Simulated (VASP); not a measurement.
Input of a VASP 6.6.1 run:

INCAR

```
ALGO = Normal
EDIFF = 1E-6
EDIFFG = -0.01
ENCUT = 520
GGA = PS
IBRION = 2
ISIF = 2
ISMEAR = -1
LASPH = True
LCHARG = False
LREAL = False
LWAVE = False
NELM = 100
NSW = 60
PREC = Accurate
SIGMA = 0.05
```

File KPOINTS:

```
k-points
0
Gamma
  9 9 9
```

POSCAR

```
Ag
1.0
    1.4730471633      0.8504641763      7.2766965000
   -1.4730471633      0.8504641763      7.2766965000
    0.0000000000     -1.7009283525      7.2766965000
Ag
3
Direct
    0.2222810000      0.2222810000      0.2222810000
    0.7777190000      0.7777190000      0.7777190000
    0.0000000000      0.0000000000      0.0000000000
```

Potentials or basis: VASP PAW PBE potentials, release 64 (Ag).

The run is started by

```bash
$ cat potpaw_PBE.64/Ag/POTCAR > POTCAR
$ mpirun -np 1 vasp_std > vasp.out
```

(1) What does it give for the band gap on the k mesh?

Answers

(1) zero (an odd number of electrons rules out a gap without spin polarisation).

Caveat: the relaxation stopped at its first step, so nothing moved.
